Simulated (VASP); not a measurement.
# WC (Cm) in VASP: further runs

Runs on WC. Level: PBEsol. Tasks: single point.

Everything below comes from runs of VASP 6.6.1. Logs are shortened: lines on timing, memory, paths and dates and some standing lists are left out, and cuts for length are marked.

## (1) The cell of the first run

The structure is monoclinic, space group Cm (No. 8). The conventional cell has a = 5.024 Å, b = 2.901 Å, c = 2.829 Å, α = 90.00°, β = 90.00°, γ = 90.00°. Within 3.0 Å of W (site symmetry m) lie 6 C at 2.12 to 2.29 Å and 8 W at 2.83 to 2.90 Å. Within 3.0 Å of C (site symmetry m) lie 6 W at 2.12 to 2.29 Å and 8 C at 2.83 to 2.90 Å.

## (2) Single point, PBEsol

INCAR reads:

```
ALGO = Normal
EDIFF = 1E-7
ENCUT = 520
GGA = PS
ISIF = 2
ISMEAR = 1
LASPH = T
LCHARG = F
LREAL = F
LWAVE = F
NBANDS = 16
NELM = 100
PREC = Accurate
SIGMA = 0.2
```

KPOINTS reads:

```
k-points
0
Gamma
  18 18 16
```

POSCAR reads:

```
WC
1.0
    2.9005014360      0.0000000000      0.0000000000
   -1.4502507180      2.5119079273      0.0000000000
    0.0000000000      0.0000000000      2.8290000000
W C
1 1
Direct
    0.0000000000      0.0000000000      0.0000000000
    0.6970795036      0.3485397518      0.5228096277
```

Potentials or basis: VASP PAW PBE potentials, release 64 (W_sv, C).

Run with:

```sh
$ cat potpaw_PBE.64/W_sv/POTCAR potpaw_PBE.64/C/POTCAR > POTCAR
$ mpirun -np 1 vasp_std > vasp.out
```

OUTCAR:

```text
EDIFF = 1E-7
   ENCUT = 520
   GGA = PS
   ISIF = 2
   ISMEAR = 1
   LASPH = T
   LREAL = F
   NELM = 100
   PREC = Accurate

 ion  position               nearest neighbor table
   1  0.000  0.000  0.000-   2 2.12   2 2.12   2 2.21   2 2.21   2 2.21   2 2.29
   2  0.697  0.349  0.523-   1 2.12   1 2.12   1 2.21   1 2.21   1 2.21   1 2.29

  LATTYP: Found a hexagonal cell.
 ALAT       =     2.9005014360
 C/A-ratio  =     0.9753485949

  Lattice vectors:

 A1 = (   2.9005014360,   0.0000000000,   0.0000000000)
 A2 = (  -1.4502507180,   2.5119079273,   0.0000000000)
 A3 = (   0.0000000000,   0.0000000000,   2.8290000000)

Analysis of symmetry for initial positions (statically):
=====================================================================
 Subroutine PRICEL returns:
 Original cell was already a primitive cell.

 Routine SETGRP: Setting up the symmetry group for a
 hexagonal supercell.

 Subroutine GETGRP returns: Found  2 space group operations
 (whereof  2 operations were pure point group operations)
 out of a pool of 24 trial point group operations.

The static configuration has the point symmetry C_1h.

Analysis of symmetry for dynamics (positions and initial velocities):
=====================================================================
 Subroutine PRICEL returns:
 Original cell was already a primitive cell.

 Routine SETGRP: Setting up the symmetry group for a
 hexagonal supercell.

 Subroutine GETGRP returns: Found  2 space group operations
 (whereof  2 operations were pure point group operations)
 out of a pool of 24 trial point group operations.

The dynamic configuration has the point symmetry C_1h.

 Subroutine INISYM returns: Found  2 space group operations
 (whereof  2 operations are pure point group operations),
 and found     1 'primitive' translations

----------------------------------------------------------------------------------------

                                     Primitive cell

  volume of cell :      20.6115

  direct lattice vectors                    reciprocal lattice vectors
     2.900501436  0.000000000  0.000000000     0.344767973  0.199051882  0.000000000
    -1.450250718  2.511907927  0.000000000     0.000000000  0.398103764  0.000000000
     0.000000000  0.000000000  2.829000000     0.000000000  0.000000000  0.353481796

  length of vectors
     2.900501436  2.900501436  2.829000000     0.398103764  0.398103764  0.353481796

  position of ions in fractional coordinates (direct lattice)
     0.000000000  0.000000000  0.000000000
     0.697079504  0.348539752  0.522809628

  ion indices of the primitive-cell ions
   primitive index   ion index
                 1           1
                 2           2

----------------------------------------------------------------------------------------

 KPOINTS: k-points

Automatic generation of k-mesh.
 Grid dimensions read from file:
 generate k-points for:   18   18   16

 Generating k-lattice:

  Cartesian coordinates                     Fractional coordinates (reciprocal lattice)
     0.019153776  0.011058438  0.000000000     0.055555556  0.000000000  0.000000000
     0.000000000  0.022116876  0.000000000     0.000000000  0.055555556  0.000000000
     0.000000000  0.000000000  0.022092612     0.000000000  0.000000000  0.062500000

  Length of vectors
     0.022116876  0.022116876  0.022092612

  Shift w.r.t. Gamma in fractional coordinates (k-lattice)
     0.000000000  0.000000000  0.000000000

 Subroutine IBZKPT returns following result:
 ===========================================

 Found   1379 irreducible k-points:

 Following reciprocal coordinates:
            Coordinates               Weight
  0.000000  0.000000  0.000000      1.000000
  0.055556  0.000000  0.000000      2.000000
  0.000000  0.055556  0.000000      4.000000
  0.111111  0.000000  0.000000      2.000000
  0.000000  0.111111  0.000000      4.000000
  0.166667  0.000000  0.000000      2.000000
[... 16 lines left out ...]
 -0.055556  0.166667  0.000000      4.000000
 -0.166667  0.111111  0.000000      4.000000
 [... further k-points ...]
   k-points           NKPTS =   1379   k-points in BZ     NKDIM =   1379   number of bands    NBANDS=     16
   number of dos      NEDOS =    301   number of ions     NIONS =      2
   total plane-waves  NPLWV =  13824
   dimension x,y,z NGX =    24 NGY =   24 NGZ =   24
   dimension x,y,z NGXF=    48 NGYF=   48 NGZF=   48
   ions per type =               1   1
   NGX,Y,Z   is equivalent  to a cutoff of  13.76, 13.76, 14.10 a.u.
   NGXF,Y,Z  is equivalent  to a cutoff of  27.51, 27.51, 28.21 a.u.
 SYSTEM =  unknown system
   PREC   = accura    normal or accurate (medium, high low for compatibility)
   ISTART =      0    job   : 0-new  1-cont  2-samecut
   ICHARG =      2    charge: 1-file 2-atom 10-const
   ISPIN  =      1    spin polarized calculation?
   LNONCOLLINEAR =      F non collinear calculations
   LSORBIT =      F    spin-orbit coupling
   LASPH  =      T    aspherical Exc in radial PAW
   ENCUT  =  520.0 eV  38.22 Ry    6.18 a.u.   5.39  5.39  5.26*2*pi/ulx,y,z
   NELM   =    100;   NELMIN=  2; NELMDL= -5     # of ELM steps
   EDIFF  = 0.1E-06   stopping-criterion for ELM
   LREAL  =      F    real-space projection
   EDIFFG = 0.1E-05   stopping-criterion for IOM
   NSW    =      0    number of steps for IOM
   IBRION =     -1    ionic relax: 0-MD 1-quasi-New 2-CG
   NFREE  =      0    steps in history (QN), initial steepest desc. (CG)
   ISIF   =      2    stress and relaxation
   ISYM   =      2    0-nonsym 1-usesym 2-fastsym
   POTIM  = 0.5000    time-step for ionic-motion
   TEBEG  =    0.0;   TEEND  =   0.0 temperature during run
   PSTRESS=    0.0 pullay stress
   NELECT =      18.0000    total number of electrons
   NUPDOWN=      -1.0000    fix difference up-down
   EMIN   =  10.00;   EMAX   =-10.00  energy-range for DOS
   EFERMI =   0.00;   METHOD = LEGACY
   ISMEAR =     1;   SIGMA  =   0.20  broadening in eV -4-tet -1-fermi 0-gaus
   EFERMI_NEDOS =   21; number of points for ismear=-14 and -15
   IALGO  =     38    algorithm
   IMIX   =      4    mixing-type and parameters
     AMIX     =   0.40;   BMIX     =  1.00
     AMIX_MAG =   1.60;   BMIX_MAG =  1.00
  volume/ion in A,a.u.               =      10.31        69.55
  Fermi-wavevector in a.u.,A,eV,Ry     =   1.564813  2.957068 33.315762  2.448639
  Thomas-Fermi vector in A             =   2.667381
   LORBIT       =      0    0 simple, 1 ext, 2 COOP (PROOUT), +10 PAW based schemes
   GGA     = PS    functional components
   LHFCALC =     F    Hartree Fock is set to
   AEXX    =    0.0000 exact exchange contribution
   IVDW    =     0    specifies the selected vdW correction
   LEPSILON=     F    determine dielectric tensor
   LRPA    =     F    only Hartree local field effects (RPA)
 non-spin polarized calculation
 Methfessel and Paxton  Order N= 1 SIGMA  =   0.20
  energy-cutoff  :      520.00
  volume of cell :       20.61
 maximum number of plane-waves:       580
 NGX is ok and might be reduce to    24
   NGX = 11   NGY = 11   NGZ = 11

 number of electron      18.0000000 magnetization

 Free energy of the ion-electron system (eV)
  ---------------------------------------------------
  ext. energy  EPLUGINS =         0.00000000
  ---------------------------------------------------
  free energy    TOTEN  =       -23.82416131 eV

  energy without entropy =      -23.82461490  energy(sigma->0) =      -23.82431251

 E-fermi :  11.0288     XC(G=0): -13.9614

 val. band max:       11.0263877607   @ k =   0.1111   0.0000   0.3125
 cond. band min:      11.0306554722   @ k =  -0.0556   0.0000   0.1875
 fundamental gap:      0.0042677115
 Fermi energy:        11.0288084928

 k-point     1 :       0.0000    0.0000    0.0000
  band No.  band energies     occupation
      1     -62.8797      2.00000
      2     -26.8698      2.00000
      3     -26.7669      2.00000
      4     -26.7660      2.00000
      5      -3.4503      2.00000
      6       6.5766      2.00000
[... 8 lines left out ...]
     15      25.2688      0.00000
     16      27.3392      0.00000

 k-point     2 :       0.0556    0.0000    0.0000
  band No.  band energies     occupation
      1     -62.8779      2.00000
      2     -26.8665      2.00000
      3     -26.7934      2.00000
      4     -26.7720      2.00000
      5      -3.3699      2.00000
      6       6.6141      2.00000
[... 8 lines left out ...]
     15      24.9855      0.00000
     16      27.7987      0.00000

 k-point     3 :       0.0000    0.0556    0.0000
  band No.  band energies     occupation
      1     -62.8778      2.00000
      2     -26.8664      2.00000
      3     -26.7932      2.00000
      4     -26.7727      2.00000
      5      -3.3662      2.00000
      6       6.6017      2.00000
[... 8 lines left out ...]
     15      25.1492      0.00000
     16      27.5261      0.00000

 k-point     4 :       0.1111    0.0000    0.0000
  band No.  band energies     occupation
      1     -62.8726      2.00000
      2     -26.8710      2.00000
      3     -26.8553      2.00000
      4     -26.7893      2.00000
      5      -3.1352      2.00000
      6       6.6207      2.00000
[... 8 lines left out ...]
     15      24.5461      0.00000
     16      28.6864      0.00000
[... 324 lines left out ...]
 k-point    22 :       0.1111    0.0556    0.0000
  band No.  band energies     occupation
      1     -62.8677      2.00000
      2     -26.9383      2.00000
      3     -26.8472      2.00000
      4     -26.8081      2.00000
      5      -2.9056      2.00000
      6       6.4335      2.00000
[... 8 lines left out ...]
     15      24.4376      0.00000
     16      28.8843      0.00000

 k-point    23 :      -0.0556    0.1667    0.0000
  band No.  band energies     occupation
      1     -62.8676      2.00000
      2     -26.9409      2.00000
      3     -26.8466      2.00000
      4     -26.8084      2.00000
      5      -2.8768      2.00000
      6       6.3999      2.00000
[... 8 lines left out ...]
     15      24.9826      0.00000
     16      28.4021      0.00000

 k-point    24 :      -0.1667    0.1111    0.0000
  band No.  band energies     occupation
      1     -62.8677      2.00000
      2     -26.9389      2.00000
      3     -26.8470      2.00000
      4     -26.8087      2.00000
      5      -2.8936      2.00000
      6       6.4056      2.00000
[... 8 lines left out ...]
     15      24.6688      0.00000
     16      28.5695      0.00000

 [... further k-points ...]
[... 5 lines left out ...]
  --------------------------------------------------------------------------------------
  -------------------------------------------------------------------------------------
  Total        0.0094684      0.4633458      0.4501496     -0.3930694      0.1156986      0.2003957
  in kB        0.7359987     36.0168792     34.9911110    -30.5541388      8.9935004     15.5771941
  external PRESSURE =      23.9146629 kB  Pullay stress =       0.0000000 kB

 VOLUME and BASIS-vectors are now :
 -----------------------------------------------------------------------------
  energy-cutoff  :      520.00
  volume of cell :       20.61
      direct lattice vectors                 reciprocal lattice vectors
     2.900501436  0.000000000  0.000000000     0.344767973  0.199051882  0.000000000
    -1.450250718  2.511907927  0.000000000     0.000000000  0.398103764  0.000000000
     0.000000000  0.000000000  2.829000000     0.000000000  0.000000000  0.353481796

 POSITION                                       TOTAL-FORCE (eV/Angst)
 -----------------------------------------------------------------------------------
      0.00000      0.00000      0.00000         1.004866      0.580160      0.961928
      1.51641      0.87550      1.47903        -1.004866     -0.580160     -0.961928
 -----------------------------------------------------------------------------------
    total drift:                                0.000003      0.000002      0.000015

  FREE ENERGIE OF THE ION-ELECTRON SYSTEM (eV)
  ---------------------------------------------------
  free  energy   TOTEN  =       -23.8241613133 eV

  energy  without entropy=      -23.8246149031  energy(sigma->0) =      -23.82431251
```

Wall time 4.5 min (1 thread of Intel Xeon Platinum 8259CL at 2.50GHz (Skylake/Cascade Lake), shared host); peak memory 0.53 GiB.

Results:

```yaml
Free_energy: -23.8242 eV
Pressure: 2.4 GPa
Largest_force: 1.507 eV/Å
Band_gap_on_the_k_mesh: zero (bands 9 and 10 overlap by 1.16 eV)
```

Forces in eV/Å, atoms in the order of the input:
```
W    1.005  0.580  0.962
C   -1.005 -0.580 -0.962
```

Stress tensor (GPa, compression positive):
```
 0.07 -3.06  1.56
-3.06  3.60  0.90
 1.56  0.90  3.50
```

Caveat: the cell differs from its parent crystal (all C atoms moved -0.100 Å, as atom 2 towards its neighbour atom 1 (W) at 2.192 Å); the PAW data sets were made with another functional, which shifts forces and pressure a little; spin-orbit coupling is left out, which moves the levels of the heavy elements.

## (3) Single point, PBEsol

INCAR reads:

```
ALGO     = Normal         # electronic algorithm
EDIFF    = 1E-6           # SCF threshold, eV
ENCUT    = 520            # plane-wave cutoff, eV
GGA      = PS             # functional
ISIF     = 2              # what is computed and relaxed
ISMEAR   = 1              # smearing method
LASPH    = True           # aspherical terms in the spheres
LCHARG   = True           # write CHGCAR
LELF     = True           # ELF
LREAL    = False          # projectors in reciprocal space
LVHAR    = True         
LWAVE    = False          # write WAVECAR
NBANDS   = 16             # bands
NELM     = 100            # most SCF steps
PREC     = Accurate       # precision mode
SIGMA    = 0.2            # smearing width, eV
```

KPOINTS is that of step 2.

Edit POSCAR of step 2 so:

```diff
@@ -9,2 +9,2 @@
     0.0000000000      0.0000000000      0.0000000000
-    0.6970795036      0.3485397518      0.5228096277
+    0.6514602482      0.3257301241      0.4885951862
```

Potentials or basis: VASP PAW PBE potentials, release 64 (W_sv, C).

Run with:

```sh
$ cat potpaw_PBE.64/W_sv/POTCAR potpaw_PBE.64/C/POTCAR > POTCAR
$ mpirun -np 1 vasp_std > vasp.out
```

It took 5.7 min on 1 thread of Intel Xeon Platinum 8259CL at 2.50GHz (Skylake/Cascade Lake), shared host; peak memory 0.53 GiB.

Results (log left out):

| Property | Result |
| --- | --- |
| Free energy | -23.8803 eV |
| Pressure | 1.0 GPa |
| Largest force | 0.781 eV/Å |
| Band gap on the k mesh | zero (bands 9 and 10 overlap by 1.14 eV) |

Forces in eV/Å, atoms in the order of the input:
```
W   -0.539 -0.311 -0.473
C    0.539  0.311  0.473
```

Stress tensor (GPa, compression positive):
```
 1.63  1.57  0.46
 1.57 -0.18  0.26
 0.46  0.26  1.50
```

Levels at points of the mesh, in eV from the Fermi level:
| k point | band 6 | band 7 | band 8 | band 9 | band 10 | band 11 | band 12 | band 13 |
| --- | --- | --- | --- | --- | --- | --- | --- | --- |
| (0.00, 0.00, 0.00) | -4.39 | -3.42 | -3.31 | 0.14 | 3.22 | 3.30 | 5.42 | 5.92 |
| (0.50, 0.00, 0.00) | -7.20 | -3.79 | -3.59 | -0.41 | 2.40 | 4.52 | 4.89 | 7.19 |
| (0.00, 0.50, 0.00) | -7.01 | -3.69 | -3.52 | -0.45 | 2.35 | 4.59 | 4.98 | 6.73 |
| (0.00, 0.00, 0.50) | -8.71 | -2.28 | -1.80 | -0.61 | -0.59 | 3.75 | 4.18 | 4.93 |
| (0.50, 0.00, 0.50) | -6.41 | -4.27 | -4.07 | 0.17 | 4.48 | 5.39 | 6.76 | 9.13 |
| (0.00, 0.50, 0.50) | -6.56 | -4.42 | -4.22 | 0.37 | 4.47 | 5.38 | 6.66 | 9.39 |

Caveat: the cell differs from its parent crystal (all C atoms moved +0.050 Å, as atom 2 towards its neighbour atom 1 (W) at 2.192 Å); the PAW data sets were made with another functional, which shifts forces and pressure a little; spin-orbit coupling is left out, which moves the levels of the heavy elements.
